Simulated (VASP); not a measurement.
A run of VASP 6.6.1 is set up as follows.

The input INCAR:

```
PREC = Accurate ; ENCUT = 520
EDIFF = 1E-6 ; ISMEAR = 0
SIGMA = 0.1 ; LREAL = F
LASPH = T ; NELM = 80
ALGO = Normal ; ISIF = 2
LWAVE = F ; LCHARG = T
GGA = PE ; LELF = T
LVHAR = T ; NBANDS = 18
```

File KPOINTS:

```
regular mesh
0
Gamma
  18 18 18
```

File POSCAR:

```
Si2W
1.0
   -1.5611752503      1.5611752503      3.8306729041
    1.5611752503     -1.5611752503      3.8306729041
    1.5611752503      1.5611752503     -3.8306729041
Si W
2 1
Direct
    0.3331520250      0.3331520250      0.0000000000
    0.6668479750      0.6668479750      0.0000000000
    0.0000000000      0.0000000000      0.0000000000
```

Potentials or basis: VASP PAW PBE potentials, release 64 (Si, W_sv).

Launch:

```sh
$ cat potpaw_PBE.64/Si/POTCAR potpaw_PBE.64/W_sv/POTCAR > POTCAR
$ mpirun -np 1 vasp_std > vasp.out
```

(1) What does it give for the pressure?

(2) What does it give for the largest force?

Answers

(1) 25.2 GPa.

(2) 0.005 eV/Å.
